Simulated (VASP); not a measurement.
The system is Ag.

```
Ag
1.0
     0.00000    2.05190    2.05190
     2.05190    0.00000    2.05190
     2.05190    2.05190    0.00000
Ag
1
Cartesian
  0.0000 0.0000 0.0000
```

Program: VASP 6.6.1. Alike in all runs: task single point; level r2SCAN; potentials or basis VASP PAW PBE potentials, release 64 (Ag); no spin polarisation; cell as given; cutoff (eV) 520.

**Question.** Order these runs on this cell by their pressure, lowest first.
A. k mesh 13 × 13 × 13; smearing fermi-dirac 1 eV
B. k mesh 3 × 3 × 3; smearing fermi-dirac 0.1 eV
C. k mesh 2 × 2 × 2; smearing fermi-dirac 0.1 eV
D. k mesh 13 × 13 × 13; smearing gaussian 0.6 eV

**Answer.** B (-3.2 GPa), D (0.3 GPa), A (3.9 GPa), C (21.8 GPa).

Caveats: some runs use coarse meshes; the PAW data sets were made with another functional, which shifts forces and pressure a little.
